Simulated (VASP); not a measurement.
# W (I4/mmm) in VASP: a series of runs

W is run at these levels: LDA; tasks: single point.

Everything below comes from runs of VASP 6.6.1. Logs are shortened: lines on timing, memory, paths and dates and some standing lists are left out, and cuts for length are marked.

### Step 1. The cell of the first run

The structure is tetragonal, space group I4/mmm (No. 139). Conventional cell: a = 2.683 Å, b = 2.683 Å, c = 4.427 Å, α = 90.00°, β = 90.00°, γ = 90.00°. Within 3.5 Å of W (site symmetry 4/mmm) lie 12 W at 2.68 to 2.92 Å.

### Step 2. Single point, LDA (15.93 Å³/atom)

INCAR

```
SYSTEM = W
  ALGO = Fast
  EDIFF = 1E-7
  ENCUT = 520
  ISIF = 2
  ISMEAR = 0
  LASPH = .True.
  LCHARG = .False.
  LREAL = .False.
  LWAVE = .False.
  NBANDS = 13
  NELM = 60
  PREC = Accurate
  SIGMA = 0.15
```

KPOINTS

```
k-points
0
Gamma
  22 22 22
  0 0 0
```

POSCAR

```
W
1.0
    0.0000000000      1.8968335396      2.2136047407
    1.8968335396      0.0000000000      2.2136047407
    1.8968335396      1.8968335396      0.0000000000
W
1
Direct
    0.0000000000      0.0000000000      0.0000000000
```

Potentials or basis: VASP PAW LDA potentials, release 64 (W_sv).

On the command line:

```
$ cat potpaw_LDA.64/W_sv/POTCAR > POTCAR
$ mpirun -np 1 vasp_std > vasp.out
```

OUTCAR:

```text
SYSTEM = W
   EDIFF = 1E-7
   ENCUT = 520
   ISIF = 2
   ISMEAR = 0
   LASPH = .True.
   LREAL = .False.
   NELM = 60
   PREC = Accurate

 ion  position               nearest neighbor table
   1  0.000  0.000  0.000-

  LATTYP: Found a body centered tetragonal cell.
 ALAT       =     2.6825277173
 C/A-ratio  =     1.6503872273

  Lattice vectors:

 A1 = (  -1.8968335396,   0.0000000000,   2.2136047407)
 A2 = (   1.8968335396,   0.0000000000,   2.2136047407)
 A3 = (   0.0000000000,   1.8968335396,  -2.2136047407)

Analysis of symmetry for initial positions (statically):
=====================================================================
 Subroutine PRICEL returns:
 Original cell was already a primitive cell.

 Routine SETGRP: Setting up the symmetry group for a
 body centered tetragonal supercell.

 Subroutine GETGRP returns: Found 16 space group operations
 (whereof 16 operations were pure point group operations)
 out of a pool of 16 trial point group operations.

The static configuration has the point symmetry D_4h.

Analysis of symmetry for dynamics (positions and initial velocities):
=====================================================================
 Subroutine PRICEL returns:
 Original cell was already a primitive cell.

 Routine SETGRP: Setting up the symmetry group for a
 body centered tetragonal supercell.

 Subroutine GETGRP returns: Found 16 space group operations
 (whereof 16 operations were pure point group operations)
 out of a pool of 16 trial point group operations.

The dynamic configuration has the point symmetry D_4h.

 Subroutine INISYM returns: Found 16 space group operations
 (whereof 16 operations are pure point group operations),
 and found     1 'primitive' translations

----------------------------------------------------------------------------------------

                                     Primitive cell

  volume of cell :      15.9290

  direct lattice vectors                    reciprocal lattice vectors
     0.000000000  1.896833540  2.213604741    -0.263597195  0.263597195  0.225875917
     1.896833540  0.000000000  2.213604741     0.263597195 -0.263597195  0.225875917
     1.896833540  1.896833540  0.000000000     0.263597195  0.263597195 -0.225875917

  length of vectors
[... 86 lines left out ...]
   ISIF   =      2    stress and relaxation
   ISYM   =      2    0-nonsym 1-usesym 2-fastsym
   POTIM  = 0.5000    time-step for ionic-motion
   TEBEG  =    0.0;   TEEND  =   0.0 temperature during run
   PSTRESS=    0.0 pullay stress
   NELECT =      14.0000    total number of electrons
   NUPDOWN=      -1.0000    fix difference up-down
   EMIN   =  10.00;   EMAX   =-10.00  energy-range for DOS
   EFERMI =   0.00;   METHOD = LEGACY
   ISMEAR =     0;   SIGMA  =   0.15  broadening in eV -4-tet -1-fermi 0-gaus
   EFERMI_NEDOS =   21; number of points for ismear=-14 and -15
   IALGO  =     68    algorithm
   IMIX   =      4    mixing-type and parameters
     AMIX     =   0.40;   BMIX     =  1.00
     AMIX_MAG =   1.60;   BMIX_MAG =  1.00
  volume/ion in A,a.u.               =      15.93       107.49
  Fermi-wavevector in a.u.,A,eV,Ry     =   1.568151  2.963377 33.458073  2.459099
  Thomas-Fermi vector in A             =   2.670225
   LORBIT       =      0    0 simple, 1 ext, 2 COOP (PROOUT), +10 PAW based schemes
   GGA     = CA    functional components
   LHFCALC =     F    Hartree Fock is set to
   AEXX    =    0.0000 exact exchange contribution
   IVDW    =     0    specifies the selected vdW correction
   LEPSILON=     F    determine dielectric tensor
   LRPA    =     F    only Hartree local field effects (RPA)
 non-spin polarized calculation
 RMM-DIIS sequential band-by-band and
 Gauss-broadening in eV      SIGMA  =   0.15
  energy-cutoff  :      520.00
  volume of cell :       15.93
 maximum number of plane-waves:       440
 NGX is ok and might be reduce to    24
   NGX = 11   NGY = 11   NGZ =  9

 number of electron      13.9999999 magnetization

 Free energy of the ion-electron system (eV)
  ---------------------------------------------------
  ext. energy  EPLUGINS =         0.00000000
  ---------------------------------------------------
  free energy    TOTEN  =       -13.70710471 eV

  energy without entropy =      -13.69805945  energy(sigma->0) =      -13.70258208

 E-fermi :  11.1236     XC(G=0): -13.7902

 val. band max:       11.1154044149   @ k =  -0.2727   0.0909   0.2273
 cond. band min:      11.1270848257   @ k =  -0.4545   0.0455   0.0000
 fundamental gap:      0.0116804109
 Fermi energy:        11.1235708782

 k-point     1 :       0.0000    0.0000    0.0000
  band No.  band energies     occupation
      1     -62.4520      2.00000
      2     -26.4030      2.00000
      3     -26.1989      2.00000
      4     -26.1989      2.00000
      5       1.7338      2.00000
      6       8.7872      2.00000
      7      11.0660      1.41247
      8      11.0660      1.41247
      9      11.4511      0.00202
     10      14.8970      0.00000
     11      24.0489      0.00000
     12      26.1238      0.00000
     13      30.7700      0.00000
[... 354 lines left out ...]
  band No.  band energies     occupation
      1     -62.3172      2.00000
      2     -27.5969      2.00000
      3     -26.6443      2.00000
      4     -26.2346      2.00000
      5       5.1322      2.00000
      6       8.8410      2.00000
      7      11.1271      0.97357
      8      11.4580      0.00162
      9      15.3025      0.00000
     10      16.5444      0.00000
     11      21.8089      0.00000
     12      23.3441      0.00000
     13      29.4595      0.00000

 [... further k-points ...]

------------------------ aborting loop because EDIFF is reached ----------------------------------------

  FORCE on cell =-STRESS in cart. coord.  units (eV):
  Direction    XX          YY          ZZ          XY          YZ          ZX
  --------------------------------------------------------------------------------------
  -------------------------------------------------------------------------------------
  Total       -0.3813674     -0.3813674      0.0654007      0.0000000      0.0000000     -0.0000000
  in kB      -38.3588589    -38.3588589      6.5781606      0.0000000      0.0000000     -0.0000000
  external PRESSURE =     -23.3798524 kB  Pullay stress =       0.0000000 kB

 VOLUME and BASIS-vectors are now :
 -----------------------------------------------------------------------------
  energy-cutoff  :      520.00
  volume of cell :       15.93
      direct lattice vectors                 reciprocal lattice vectors
     0.000000000  1.896833540  2.213604741    -0.263597195  0.263597195  0.225875917
     1.896833540  0.000000000  2.213604741     0.263597195 -0.263597195  0.225875917
     1.896833540  1.896833540  0.000000000     0.263597195  0.263597195 -0.225875917

 POSITION                                       TOTAL-FORCE (eV/Angst)
 -----------------------------------------------------------------------------------
      0.00000      0.00000      0.00000        -0.000000      0.000000      0.000000
 -----------------------------------------------------------------------------------
    total drift:                               -0.000000     -0.000000      0.000000

  FREE ENERGIE OF THE ION-ELECTRON SYSTEM (eV)
  ---------------------------------------------------
  free  energy   TOTEN  =       -13.7071047117 eV

  energy  without entropy=      -13.6980594483  energy(sigma->0) =      -13.70258208
```

OSZICAR:

```text
N       E                     dE             d eps       ncg     rms          rms(c)
DAV:   1     0.839504268162E+02    0.83950E+02   -0.74794E+03 21771   0.123E+03
DAV:   2    -0.127214464231E+02   -0.96672E+02   -0.92955E+02 24194   0.316E+02
DAV:   3    -0.143618828839E+02   -0.16404E+01   -0.16343E+01 24024   0.397E+01
DAV:   4    -0.143686254784E+02   -0.67426E-02   -0.67424E-02 24329   0.282E+00
DAV:   5    -0.143686831587E+02   -0.57680E-04   -0.57680E-04 24369   0.246E-01    0.206E+01
RMM:   6    -0.138452719308E+02    0.52341E+00   -0.39093E-01 23622   0.564E+00    0.849E+00
RMM:   7    -0.137115131073E+02    0.13376E+00   -0.25785E-01 23784   0.455E+00    0.666E-01
RMM:   8    -0.137071749753E+02    0.43381E-02   -0.10613E-02 27007   0.114E+00    0.186E-01
RMM:   9    -0.137070962818E+02    0.78693E-04   -0.16356E-03 26675   0.481E-01    0.303E-02
RMM:  10    -0.137071042030E+02   -0.79212E-05   -0.19351E-04 28349   0.175E-01    0.112E-02
RMM:  11    -0.137071032192E+02    0.98376E-06   -0.46772E-05 27809   0.843E-02    0.465E-03
RMM:  12    -0.137071044610E+02   -0.12418E-05   -0.12737E-05 28501   0.418E-02    0.186E-03
RMM:  13    -0.137071046162E+02   -0.15513E-06   -0.22858E-06 25370   0.176E-02    0.958E-04
RMM:  14    -0.137071047117E+02   -0.95568E-07   -0.74390E-07 20756   0.937E-03
   1 F= -.13707105E+02 E0= -.13702582E+02  d E =-.904526E-02
```

stdout:

```text
POSCAR found type information on POSCAR W
 POSCAR found :  1 types and       1 ions
 scaLAPACK will be used
 LDA part: xc-table for (Slater(with rela. corr.)+CA(PZ))
 , standard interpolation
 POSCAR, INCAR and KPOINTS ok, starting setup
 FFT: planning ... GRIDC
 FFT: planning ... GRID_SOFT
 FFT: planning ... GRID
 WAVECAR not read
 entering main loop
WARNING in EDDRMM: call to ZHEGV failed, returncode =   8  4     13
WARNING in EDDRMM: call to ZHEGV failed, returncode =   8  4     11
WARNING in EDDRMM: call to ZHEGV failed, returncode =   8  4     11
WARNING in EDDRMM: call to ZHEGV failed, returncode =   6  3     13
WARNING in EDDRMM: call to ZHEGV failed, returncode =   8  4     13
WARNING in EDDRMM: call to ZHEGV failed, returncode =   8  4     12
WARNING in EDDRMM: call to ZHEGV failed, returncode =   8  4     12
WARNING in EDDRMM: call to ZHEGV failed, returncode =   8  4     12
WARNING in EDDRMM: call to ZHEGV failed, returncode =   6  3     13
WARNING in EDDRMM: call to ZHEGV failed, returncode =   8  4     11
```

Run time: 1.7 min. Hardware: 1 thread of AMD EPYC 9R45 (Zen 5), shared host; peak memory 0.23 GiB.

What came out:

- Free energy: -13.7071 eV
- Pressure: -2.3 GPa
- Band gap on the k mesh: zero (bands 7 and 8 overlap by 4.74 eV)

Caveat: spin-orbit coupling is left out, which moves the levels of the heavy elements.

### Step 3. Single point, LDA (15.93 Å³/atom)

INCAR

```
  PREC = Accurate
  ENCUT = 520
  EDIFF = 1E-6
  ISMEAR = 0
  SIGMA = 0.15
  LREAL = F
  LASPH = T
  NELM = 80
  ALGO = Fast
  ISIF = 2
  LWAVE = F
  LCHARG = F
  NBANDS = 13
```

KPOINTS

```
regular mesh
0
Gamma
  22 22 22
```

POSCAR

```
W
1.0
    0.0000000000      2.0667370796      1.8646101932
    2.0667370796      0.0000000000      1.8646101932
    2.0667370796      2.0667370796      0.0000000000
W
1
Direct
    0.0000000000      0.0000000000      0.0000000000
```

Potentials or basis: VASP PAW LDA potentials, release 64 (W_sv).

On the command line:

```
$ cat potpaw_LDA.64/W_sv/POTCAR > POTCAR
$ mpirun -np 1 vasp_std > vasp.out
```

It took 1.8 min on 1 thread of AMD EPYC 9R45 (Zen 5), shared host; peak memory 0.24 GiB.

It converged, with:

| Property | Result |
| --- | --- |
| Free energy | -13.7161 eV |
| Pressure | -3.5 GPa |
| Band gap on the k mesh | zero (bands 7 and 8 overlap by 5.40 eV) |

Stress tensor (GPa, compression positive):
```
  5.13   0.00   0.00
  0.00   5.13   0.00
  0.00   0.00 -20.88
```

Levels at points of the mesh, in eV from the Fermi level:
| k point | band 4 | band 5 | band 6 | band 7 | band 8 | band 9 | band 10 | band 11 |
| --- | --- | --- | --- | --- | --- | --- | --- | --- |
| (0.00, 0.00, 0.00) | -37.25 | -9.28 | -1.22 | -1.22 | 0.10 | 1.32 | 3.12 | 12.85 |
| (0.50, 0.00, 0.00) | -37.34 | -5.97 | -1.88 | -0.23 | 0.69 | 4.40 | 5.48 | 10.61 |
| (0.50, 0.50, 0.00) | -37.89 | -5.86 | -5.14 | 4.59 | 4.89 | 5.75 | 5.75 | 10.82 |
| (0.50, 0.00, 0.50) | -37.56 | -5.95 | -4.75 | 2.46 | 4.65 | 4.92 | 6.35 | 11.60 |

Caveat: the cell stands under tension; spin-orbit coupling is left out, which moves the levels of the heavy elements.

### Step 4. Single point, LDA (15.18 Å³/atom)

This run uses another cell than the first one, of 15.18 Å³/atom.

INCAR

```
PREC = Accurate
ENCUT = 520
EDIFF = 1E-6
ISMEAR = 0
SIGMA = 0.15
LREAL = False
LASPH = True
NELM = 100
ALGO = Fast
ISIF = 2
LWAVE = False
LCHARG = False
NBANDS = 13
```

KPOINTS

```
Automatic mesh
0
Gamma
  22 22 22
```

POSCAR

```
W
1.0
    0.0000000000      1.8664605803      2.1781594973
    1.8664605803      0.0000000000      2.1781594973
    1.8664605803      1.8664605803      0.0000000000
W
1
Direct
    0.0000000000      0.0000000000      0.0000000000
```

On the command line:

```
$ cat potpaw_LDA.64/W_sv/POTCAR > POTCAR
$ mpirun -np 1 vasp_std > vasp.out
```

It took 5.1 min on 1 thread of AMD EPYC 7R43 (Zen 3), shared host; peak memory 0.22 GiB.

Results (log left out):

* Free energy: -13.6804 eV
* Pressure: 14.2 GPa
* Band gap on the k mesh: zero (bands 7 and 8 overlap by 5.06 eV)

Stress tensor (GPa, compression positive):
```
12.96  0.00  0.00
 0.00 12.96  0.00
 0.00  0.00 16.58
```

Levels at points of the mesh, in eV from the Fermi level:
| k point | band 4 | band 5 | band 6 | band 7 | band 8 | band 9 | band 10 | band 11 |
| --- | --- | --- | --- | --- | --- | --- | --- | --- |
| (0.00, 0.00, 0.00) | -37.18 | -9.65 | -2.49 | -0.09 | -0.09 | 0.34 | 4.03 | 12.97 |
| (0.50, 0.00, 0.00) | -37.22 | -6.37 | -2.41 | -0.09 | 0.77 | 4.58 | 5.54 | 11.52 |
| (0.50, 0.50, 0.00) | -37.49 | -6.47 | -5.20 | 1.32 | 5.51 | 5.79 | 5.79 | 11.57 |
| (0.50, 0.00, 0.50) | -37.75 | -6.42 | -5.34 | 4.34 | 4.43 | 4.43 | 7.55 | 10.23 |

Caveat: the cell stands under pressure; spin-orbit coupling is left out, which moves the levels of the heavy elements.

### Step 5. Single point, LDA (15.18 Å³/atom)

This run uses another cell than the first one, of 15.18 Å³/atom.

INCAR

```
  PREC = Accurate
  ENCUT = 520
  EDIFF = 1E-6
  ISMEAR = 0
  SIGMA = 0.15
  LREAL = False
  LASPH = True
  NELM = 60
  ALGO = Fast
  ISIF = 2
  LWAVE = False
  LCHARG = False
  GGA = CA
  NBANDS = 13
```

KPOINTS

```
regular mesh
0
Gamma
  22 22 22
```

POSCAR

```
W
1.0
    0.0000000000      2.0688661463      1.7728114008
    2.0688661463      0.0000000000      1.7728114008
    2.0688661463      2.0688661463      0.0000000000
W
1
Direct
    0.0000000000      0.0000000000      0.0000000000
```

On the command line:

```
$ cat potpaw_LDA.64/W_sv/POTCAR > POTCAR
$ mpirun -np 1 vasp_std > vasp.out
```

Wall time 4.2 min (1 thread of AMD EPYC 7R43 (Zen 3), shared host); peak memory 0.21 GiB.

The run converged. Its results:

```yaml
Free_energy: -13.8004 eV
Pressure: 11.7 GPa
Band_gap_on_the_k_mesh: zero (bands 7 and 8 overlap by 6.09 eV)
```

Stress tensor (GPa, compression positive):
```
 23.26   0.00   0.00
  0.00  23.26   0.00
  0.00   0.00 -11.44
```

Levels at points of the mesh, in eV from the Fermi level:
```
           k point  band 4  band 5  band 6  band 7  band 8  band 9  band 10  band 11
(0.00, 0.00, 0.00)  -37.29   -9.69   -1.57   -1.57    0.44    0.69     3.31    12.98
(0.50, 0.00, 0.00)  -37.35   -6.42   -2.56    0.11    0.74    4.20     5.97    11.35
(0.50, 0.50, 0.00)  -38.11   -6.37   -5.76    5.11    5.58    5.92     5.92    10.59
(0.50, 0.00, 0.50)  -37.55   -6.47   -5.04    2.25    4.44    4.70     6.78    11.67
```

Caveat: the cell stands under pressure; spin-orbit coupling is left out, which moves the levels of the heavy elements.

### Step 6. Single point, LDA (15.18 Å³/atom)

This run uses another cell than the first one, of 15.18 Å³/atom.

INCAR

```
SYSTEM = W
PREC = Accurate ; ENCUT = 520
EDIFF = 1E-6 ; ISMEAR = 0
SIGMA = 0.15 ; LREAL = .FALSE.
LASPH = .TRUE. ; NELM = 60
ALGO = Fast ; ISIF = 2
LWAVE = .FALSE. ; LCHARG = .FALSE.
GGA = CA ; NBANDS = 13
```

KPOINTS

```
regular mesh
0
G
  22 22 22
  0 0 0
```

POSCAR

```
W
1.0
    0.0000000000      2.1411607621      1.6551172691
    2.1411607621      0.0000000000      1.6551172691
    2.1411607621      2.1411607621      0.0000000000
W
1
Direct
    0.0000000000      0.0000000000      0.0000000000
```

Potentials or basis: VASP PAW LDA potentials, release 64 (W_sv).

On the command line:

```
$ cat potpaw_LDA.64/W_sv/POTCAR > POTCAR
$ mpirun -np 1 vasp_std > vasp.out
```

Run time: 3.7 min. Hardware: 1 thread of AMD EPYC 7R43 (Zen 3), shared host; peak memory 0.21 GiB.

Results (log left out):

| Property | Result |
| --- | --- |
| Free energy | -14.0170 eV |
| Pressure | 8.7 GPa |
| Band gap on the k mesh | zero (bands 7 and 8 overlap by 6.17 eV) |

Stress tensor (GPa, compression positive):
```
17.82  0.00  0.00
 0.00 17.82  0.00
 0.00  0.00 -9.54
```

Levels at points of the mesh, in eV from the Fermi level:
| k point | band 5 | band 6 | band 7 | band 8 | band 9 | band 10 |
| --- | --- | --- | --- | --- | --- | --- |
| (0.00, 0.00, 0.00) | -9.77 | -1.63 | -1.63 | -0.47 | 1.42 | 2.97 |
| (0.50, 0.00, 0.00) | -6.53 | -3.32 | 0.80 | 1.25 | 3.47 | 6.33 |
| (0.50, 0.50, 0.00) | -6.34 | -6.05 | 5.22 | 5.64 | 5.64 | 7.16 |
| (0.50, 0.00, 0.50) | -6.55 | -4.54 | 1.52 | 3.31 | 3.85 | 6.70 |

Caveat: the cell stands under pressure; spin-orbit coupling is left out, which moves the levels of the heavy elements.

### Step 7. Overview

```csv
cell,further INCAR settings,gap on the mesh (eV),pressure (GPa)
"a = 2.915, b = 2.915, c = 2.683 Å, angles 62.6, 62.6, 54.8°, 1 atom",ALGO = Fast; EDIFF = 1e-07; NBANDS = 13,none,-2.3
"a = 2.784, b = 2.784, c = 2.923 Å, angles 58.3, 58.3, 63.3°, 1 atom",ALGO = Fast; EDIFF = 1e-06; NBANDS = 13,none,-3.5
"a = 2.868, b = 2.868, c = 2.640 Å, angles 62.6, 62.6, 54.8°, 1 atom",ALGO = Fast; EDIFF = 1e-06; NBANDS = 13,none,14.2
"a = 2.725, b = 2.725, c = 2.926 Å, angles 57.5, 57.5, 65.0°, 1 atom",ALGO = Fast; EDIFF = 1e-06; NBANDS = 13,none,11.7
"a = 2.706, b = 2.706, c = 3.028 Å, angles 56.0, 56.0, 68.0°, 1 atom",ALGO = Fast; EDIFF = 1e-06; NBANDS = 13,none,8.7
```

Alike in all rows: task single point; level LDA; potentials or basis VASP PAW LDA potentials, release 64 (W_sv); no spin polarisation; k mesh 22 × 22 × 22; cutoff (eV) 520; smearing gaussian 0.15 eV.

Caveats: spin-orbit coupling is left out, which moves the levels of the heavy elements; the cell stands under pressure (at least some runs); the cell stands under tension (at least some runs).

Absolute energies hang on the potentials; compare differences alone.
